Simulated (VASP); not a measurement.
# Sr (Fm-3m) in VASP: a series of runs

The runs below take Sr through single point, relaxation of cell and atoms, with PBEsol.

Everything below comes from runs of VASP 6.6.1. Logs are shortened: lines on timing, memory, paths and dates and some standing lists are left out, and cuts for length are marked.

### Step 1. The cell of the first run

Symmetry: Fm-3m, No. 225, cubic system. Conventional cell: a = 5.923 Å, b = 5.923 Å, c = 5.923 Å, α = 90.00°, β = 90.00°, γ = 90.00°. Within 5.5 Å of Sr (site symmetry m-3m) lie 12 Sr at 4.19 Å.

### Step 2. Single point, PBEsol

File INCAR:

```
PREC     = Accurate       # precision mode
ENCUT    = 520            # plane-wave cutoff, eV
EDIFF    = 1E-7           # SCF threshold, eV
ISMEAR   = -1             # smearing method
SIGMA    = 0.05           # smearing width, eV
LREAL    = F              # projectors in reciprocal space
LASPH    = T              # aspherical terms in the spheres
NELM     = 80             # most SCF steps
ALGO     = Normal         # electronic algorithm
ISIF     = 2              # what is computed and relaxed
LWAVE    = F              # write WAVECAR
LCHARG   = T              # write CHGCAR
GGA      = PS             # functional
LELF     = T              # ELF
LVHAR    = T            
NBANDS   = 11             # bands
```

File KPOINTS:

```
regular mesh
0
Gamma
  7 7 7
```

File POSCAR:

```
Sr
1.0
    0.0000000000      2.9617013260      2.9617013260
    2.9617013260      0.0000000000      2.9617013260
    2.9617013260      2.9617013260      0.0000000000
Sr
1
Direct
    0.0000000000      0.0000000000      0.0000000000
```

Potentials or basis: VASP PAW PBE potentials, release 64 (Sr_sv).

Started as:

```
$ cat potpaw_PBE.64/Sr_sv/POTCAR > POTCAR
$ mpirun -np 1 vasp_std > vasp.out
```

OUTCAR:

```text
PREC = Accurate
   ENCUT = 520
   EDIFF = 1E-7
   ISMEAR = -1
   LREAL = F
   LASPH = T
   NELM = 80
   ISIF = 2
   GGA = PS

 ion  position               nearest neighbor table
   1  0.000  0.000  0.000-

  LATTYP: Found a face centered cubic cell.
 ALAT       =     5.9234026520

  Lattice vectors:

 A1 = (   0.0000000000,   2.9617013260,   2.9617013260)
 A2 = (   2.9617013260,   0.0000000000,   2.9617013260)
 A3 = (   2.9617013260,   2.9617013260,   0.0000000000)

Analysis of symmetry for initial positions (statically):
=====================================================================
 Subroutine PRICEL returns:
 Original cell was already a primitive cell.

 Routine SETGRP: Setting up the symmetry group for a
 face centered cubic supercell.

 Subroutine GETGRP returns: Found 48 space group operations
 (whereof 48 operations were pure point group operations)
 out of a pool of 48 trial point group operations.

The static configuration has the point symmetry O_h .

Analysis of symmetry for dynamics (positions and initial velocities):
=====================================================================
 Subroutine PRICEL returns:
 Original cell was already a primitive cell.

 Routine SETGRP: Setting up the symmetry group for a
 face centered cubic supercell.

 Subroutine GETGRP returns: Found 48 space group operations
 (whereof 48 operations were pure point group operations)
 out of a pool of 48 trial point group operations.

The dynamic configuration has the point symmetry O_h .

 Subroutine INISYM returns: Found 48 space group operations
 (whereof 48 operations are pure point group operations),
 and found     1 'primitive' translations

----------------------------------------------------------------------------------------

                                     Primitive cell

  volume of cell :      51.9582

  direct lattice vectors                    reciprocal lattice vectors
     0.000000000  2.961701326  2.961701326    -0.168821885  0.168821885  0.168821885
     2.961701326  0.000000000  2.961701326     0.168821885 -0.168821885  0.168821885
     2.961701326  2.961701326  0.000000000     0.168821885  0.168821885 -0.168821885

  length of vectors
     4.188478183  4.188478183  4.188478183     0.292408082  0.292408082  0.292408082

  position of ions in fractional coordinates (direct lattice)
     0.000000000  0.000000000  0.000000000

  ion indices of the primitive-cell ions
   primitive index   ion index
                 1           1

----------------------------------------------------------------------------------------

 KPOINTS: regular mesh

Automatic generation of k-mesh.
 Grid dimensions read from file:
 generate k-points for:    7    7    7

 Generating k-lattice:

  Cartesian coordinates                     Fractional coordinates (reciprocal lattice)
    -0.024117412  0.024117412  0.024117412     0.142857143  0.000000000  0.000000000
     0.024117412 -0.024117412  0.024117412     0.000000000  0.142857143  0.000000000
     0.024117412  0.024117412 -0.024117412     0.000000000  0.000000000  0.142857143

  Length of vectors
     0.041772583  0.041772583  0.041772583

  Shift w.r.t. Gamma in fractional coordinates (k-lattice)
     0.000000000  0.000000000  0.000000000

 Subroutine IBZKPT returns following result:
 ===========================================

 Found     20 irreducible k-points:

 Following reciprocal coordinates:
            Coordinates               Weight
  0.000000  0.000000  0.000000      1.000000
  0.142857  0.000000  0.000000      8.000000
  0.285714  0.000000  0.000000      8.000000
  0.428571  0.000000  0.000000      8.000000
  0.142857  0.142857  0.000000      6.000000
  0.285714  0.142857  0.000000     24.000000
[... 12 lines left out ...]
 -0.428571  0.428571  0.142857     24.000000
 -0.285714  0.428571  0.142857     24.000000
   k-points           NKPTS =     20   k-points in BZ     NKDIM =     20   number of bands    NBANDS=     11
   number of dos      NEDOS =    301   number of ions     NIONS =      1
   total plane-waves  NPLWV =  32768
   dimension x,y,z NGX =    32 NGY =   32 NGZ =   32
   dimension x,y,z NGXF=    64 NGYF=   64 NGZF=   64
   ions per type =               1
   NGX,Y,Z   is equivalent  to a cutoff of  12.70, 12.70, 12.70 a.u.
   NGXF,Y,Z  is equivalent  to a cutoff of  25.40, 25.40, 25.40 a.u.
 SYSTEM =  unknown system
   PREC   = accura    normal or accurate (medium, high low for compatibility)
   ISTART =      0    job   : 0-new  1-cont  2-samecut
   ICHARG =      2    charge: 1-file 2-atom 10-const
   ISPIN  =      1    spin polarized calculation?
   LNONCOLLINEAR =      F non collinear calculations
   LSORBIT =      F    spin-orbit coupling
   LASPH  =      T    aspherical Exc in radial PAW
   ENCUT  =  520.0 eV  38.22 Ry    6.18 a.u.   7.79  7.79  7.79*2*pi/ulx,y,z
   NELM   =     80;   NELMIN=  2; NELMDL= -5     # of ELM steps
   EDIFF  = 0.1E-06   stopping-criterion for ELM
   LREAL  =      F    real-space projection
   EDIFFG = 0.1E-05   stopping-criterion for IOM
   NSW    =      0    number of steps for IOM
   IBRION =     -1    ionic relax: 0-MD 1-quasi-New 2-CG
   NFREE  =      0    steps in history (QN), initial steepest desc. (CG)
   ISIF   =      2    stress and relaxation
   ISYM   =      2    0-nonsym 1-usesym 2-fastsym
   POTIM  = 0.5000    time-step for ionic-motion
   TEBEG  =    0.0;   TEEND  =   0.0 temperature during run
   PSTRESS=    0.0 pullay stress
   NELECT =      10.0000    total number of electrons
   NUPDOWN=      -1.0000    fix difference up-down
   EMIN   =  10.00;   EMAX   =-10.00  energy-range for DOS
   EFERMI =   0.00;   METHOD = LEGACY
   ISMEAR =    -1;   SIGMA  =   0.05  broadening in eV -4-tet -1-fermi 0-gaus
   EFERMI_NEDOS =   21; number of points for ismear=-14 and -15
   IALGO  =     38    algorithm
   IMIX   =      4    mixing-type and parameters
     AMIX     =   0.40;   BMIX     =  1.00
     AMIX_MAG =   1.60;   BMIX_MAG =  1.00
  volume/ion in A,a.u.               =      51.96       350.63
  Fermi-wavevector in a.u.,A,eV,Ry     =   0.945200  1.786168 12.155478  0.893402
  Thomas-Fermi vector in A             =   2.073078
   LORBIT       =      0    0 simple, 1 ext, 2 COOP (PROOUT), +10 PAW based schemes
   GGA     = PS    functional components
   LHFCALC =     F    Hartree Fock is set to
   AEXX    =    0.0000 exact exchange contribution
   IVDW    =     0    specifies the selected vdW correction
   LEPSILON=     F    determine dielectric tensor
   LRPA    =     F    only Hartree local field effects (RPA)
 non-spin polarized calculation
  energy-cutoff  :      520.00
  volume of cell :       51.96
 maximum number of plane-waves:      1416
   NGX = 15   NGY = 15   NGZ = 15

 number of electron      10.0000000 magnetization

 Free energy of the ion-electron system (eV)
  ---------------------------------------------------
  ext. energy  EPLUGINS =         0.00000000
  ---------------------------------------------------
  free energy    TOTEN  =        -1.84764466 eV

  energy without entropy =       -1.83555530  energy(sigma->0) =       -1.84159998

 E-fermi :   1.7275     XC(G=0):  -7.6096

 val. band max:        1.7068184578   @ k =  -0.2857   0.4286   0.1429
 cond. band min:       1.7769321204   @ k =  -0.4286   0.2857   0.0000
 fundamental gap:      0.0701136626
 Fermi energy:         1.7274910661

 k-point     1 :       0.0000    0.0000    0.0000
  band No.  band energies     occupation
      1     -34.7374      2.00000
      2     -16.6275      2.00000
      3     -16.6275      2.00000
      4     -16.6275      2.00000
      5      -2.0553      2.00000
      6       4.0822      0.00000
      7       4.0822      0.00000
      8       4.0822      0.00000
      9       5.6505      0.00000
     10       5.6505      0.00000
     11       8.9801      0.00000

 k-point     2 :       0.1429    0.0000    0.0000
  band No.  band energies     occupation
      1     -34.7339      2.00000
      2     -16.6746      2.00000
      3     -16.6338      2.00000
      4     -16.6338      2.00000
      5      -1.7128      2.00000
      6       3.6038      0.00000
      7       4.2210      0.00000
      8       4.2210      0.00000
      9       5.4826      0.00000
     10       5.4826      0.00000
     11       9.6159      0.00000

 k-point     3 :       0.2857    0.0000    0.0000
  band No.  band energies     occupation
      1     -34.7261      2.00000
      2     -16.7782      2.00000
      3     -16.6477      2.00000
      4     -16.6477      2.00000
      5      -0.7970      2.00000
      6       2.7564      0.00000
      7       4.1916      0.00000
      8       4.1916      0.00000
      9       5.7489      0.00000
     10       5.7489      0.00000
     11       8.4648      0.00000

 k-point     4 :       0.4286    0.0000    0.0000
  band No.  band energies     occupation
      1     -34.7198      2.00000
      2     -16.8590      2.00000
      3     -16.6588      2.00000
      4     -16.6588      2.00000
      5       0.2801      2.00000
      6       2.0130      0.00660
      7       3.9542      0.00000
      8       3.9542      0.00000
      9       6.5847      0.00000
     10       6.5847      0.00000
     11       7.7430      0.00000

 k-point     5 :       0.1429    0.1429    0.0000
  band No.  band energies     occupation
      1     -34.7328      2.00000
      2     -16.6733      2.00000
      3     -16.6442      2.00000
      4     -16.6442      2.00000
      5      -1.5996      2.00000
      6       3.4889      0.00000
      7       4.3159      0.00000
      8       4.3159      0.00000
      9       4.8860      0.00000
     10       5.8298      0.00000
     11      10.1033      0.00000
[... 155 lines left out ...]
 k-point    17 :       0.4286    0.2857    0.1429
  band No.  band energies     occupation
      1     -34.7205      2.00000
      2     -16.7923      2.00000
      3     -16.7044      2.00000
      4     -16.6682      2.00000
      5      -0.0398      2.00000
      6       2.5460      0.00000
      7       3.2366      0.00000
      8       4.7975      0.00000
      9       5.2420      0.00000
     10       6.7724      0.00000
     11       8.5864      0.00000

 k-point    18 :      -0.4286    0.2857    0.1429
  band No.  band energies     occupation
      1     -34.7159      2.00000
      2     -16.8237      2.00000
      3     -16.7342      2.00000
      4     -16.6838      2.00000
      5       1.0402      2.00000
      6       2.0401      0.00384
      7       2.8708      0.00000
      8       4.5597      0.00000
      9       6.0544      0.00000
     10       6.9236      0.00000
     11       7.5819      0.00000

 k-point    19 :      -0.4286    0.4286    0.1429
  band No.  band energies     occupation
      1     -34.7138      2.00000
      2     -16.8263      2.00000
      3     -16.7375      2.00000
      4     -16.7098      2.00000
      5       1.1756      1.99997
      6       2.1554      0.00038
      7       2.6442      0.00000
      8       4.9897      0.00000
      9       6.4429      0.00000
     10       7.0965      0.00000
     11       7.5778      0.00000

 k-point    20 :      -0.2857    0.4286    0.1429
  band No.  band energies     occupation
      1     -34.7133      2.00000
      2     -16.7960      2.00000
      3     -16.7813      2.00000
      4     -16.7059      2.00000
      5       1.7068      1.20383
      6       2.0753      0.00190
      7       2.4548      0.00000
      8       4.4019      0.00000
      9       6.5842      0.00000
     10       6.6477      0.00000
     11       7.9944      0.00000

------------------------ aborting loop because EDIFF is reached ----------------------------------------

  FORCE on cell =-STRESS in cart. coord.  units (eV):
  Direction    XX          YY          ZZ          XY          YZ          ZX
  --------------------------------------------------------------------------------------
  -------------------------------------------------------------------------------------
  Total        0.0017127      0.0017127      0.0017127      0.0000000     -0.0000000      0.0000000
  in kB        0.0528136      0.0528136      0.0528136      0.0000000     -0.0000000      0.0000000
  external PRESSURE =       0.0528136 kB  Pullay stress =       0.0000000 kB

 VOLUME and BASIS-vectors are now :
 -----------------------------------------------------------------------------
  energy-cutoff  :      520.00
  volume of cell :       51.96
      direct lattice vectors                 reciprocal lattice vectors
     0.000000000  2.961701326  2.961701326    -0.168821885  0.168821885  0.168821885
     2.961701326  0.000000000  2.961701326     0.168821885 -0.168821885  0.168821885
     2.961701326  2.961701326  0.000000000     0.168821885  0.168821885 -0.168821885

 POSITION                                       TOTAL-FORCE (eV/Angst)
 -----------------------------------------------------------------------------------
      0.00000      0.00000      0.00000         0.000000      0.000000      0.000000
 -----------------------------------------------------------------------------------
    total drift:                                0.000000      0.000000     -0.000000

  FREE ENERGIE OF THE ION-ELECTRON SYSTEM (eV)
  ---------------------------------------------------
  free  energy   TOTEN  =        -1.8476446644 eV

  energy  without entropy=       -1.8355552991  energy(sigma->0) =       -1.84159998
```

It took 6 s on 1 thread of AMD EPYC 9R45 (Zen 5), shared host; peak memory 0.14 GiB.

Results:

```yaml
Free_energy: -1.8476 eV
Pressure: 0.0 GPa
Band_gap_on_the_k_mesh: 0.07 eV, indirect (least direct gap 0.31 eV)
```

Caveat: the PAW data sets were made with another functional, which shifts forces and pressure a little. A k mesh can miss the band edges.

### Step 3. Relaxation of cell and atoms, PBEsol

This run uses another cell than the first one, of 56.32 Å³/atom, 1.084 times its volume.

File INCAR:

```
SYSTEM = Sr
PREC     = Accurate       ! precision mode
ENCUT    = 600            ! plane-wave cutoff, eV
EDIFF    = 1E-6           ! SCF threshold, eV
ISMEAR   = -1             ! smearing method
SIGMA    = 0.05           ! smearing width, eV
LREAL    = .FALSE.        ! projectors in reciprocal space
LASPH    = .TRUE.         ! aspherical terms in the spheres
NELM     = 60             ! most SCF steps
ALGO     = Normal         ! electronic algorithm
ISIF     = 3              ! what is computed and relaxed
LWAVE    = .FALSE.        ! write WAVECAR
LCHARG   = .FALSE.        ! write CHGCAR
GGA      = PS             ! functional
IBRION   = 2              ! ionic algorithm
NSW      = 80             ! ionic steps
EDIFFG   = -0.03          ! ionic threshold
```

File KPOINTS:

```
Automatic mesh
0
G
  7 7 7
  0 0 0
```

File POSCAR:

```
Sr
1.0
    0.0000000000      3.0423500000      3.0423500000
    3.0423500000      0.0000000000      3.0423500000
    3.0423500000      3.0423500000      0.0000000000
Sr
1
Direct
    0.0000000000      0.0000000000      0.0000000000
```

Potentials or basis: VASP PAW PBE potentials, release 64 (Sr_sv).

Started as:

```
$ cat potpaw_PBE.64/Sr_sv/POTCAR > POTCAR
$ mpirun -np 1 vasp_std > vasp.out
```

It took 19 s on 1 thread of AMD EPYC 9R45 (Zen 5), shared host; peak memory 0.17 GiB.

Results (log left out):

| Property | Result |
| --- | --- |
| Free energy | -1.8476 eV |
| Relaxed volume | 51.85 Å³/atom |
| Relaxed cell | a = 4.186 Å, b = 4.186 Å, c = 4.186 Å, α = 60.00°, β = 60.00°, γ = 60.00° |
| Space group after relaxing (to 0.05 Å) | Fm-3m (No. 225) |
| Energy gained by relaxing | 11.9 meV/atom |
| Ionic steps | 3 |
| Pressure after relaxing | 0.0 GPa |
| Band gap on the k mesh | 0.07 eV, indirect (least direct gap 0.31 eV) |

The path:
| step | energy change (eV) | largest force (eV/Å) | pressure (GPa) | volume (Å³) |
| --- | --- | --- | --- | --- |
| 1 | 0.0000 | 0.0000 | -0.84 | 56.32 |
| 2 | -0.0093 | 0.0000 | -0.42 | 53.95 |
| 3 | -0.0119 | 0.0000 | 0.03 | 51.85 |

Final structure:
```
Sr
1.0
     0.00000    2.95968    2.95968
     2.95968    0.00000    2.95968
     2.95968    2.95968    0.00000
Sr
1
Direct
  0.00000 0.00000 0.00000
```

Levels at points of the mesh, in eV from the valence-band top:
| k point | band 3 | band 4 | band 5 | band 6 | band 7 | band 8 |
| --- | --- | --- | --- | --- | --- | --- |
| (0.00, 0.00, 0.00) | -18.33 | -18.33 | -3.76 | 2.38 | 2.38 | 2.38 |

Caveat: the PAW data sets were made with another functional, which shifts forces and pressure a little. A k mesh can miss the band edges.
